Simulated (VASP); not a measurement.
Au:

```
Au
1.0
     0.00000    2.06178    2.06178
     2.06178    0.00000    2.06178
     2.06178    2.06178    0.00000
Au
1
Direct
  0.00000 0.00000 0.00000
```

Base run:

| Property | Result |
| --- | --- |
| Program | VASP 6.6.1 |
| Functional | RPBE |
| Potentials or basis | VASP PAW PBE potentials, release 64 (Au) |
| Cutoff | 520 eV |
| k mesh | 11 × 11 × 11 |
| Occupations | fermi-dirac, width 0.05 eV |
| Spin | no spin polarisation |

Its results: pressure 7.4 GPa.

Problem. The run is repeated on the same cell with these changes: functional from RPBE to PBE; dispersion from none to D4. What comes out?

Solution. Pressure -2.1 GPa.

Several settings changed at once, so the effect can't be laid on one alone.

Caveats: the PAW data sets were made with another functional, which shifts forces and pressure a little (some runs); pairwise dispersion overbinds metals, which lowers pressure and volume (some runs).
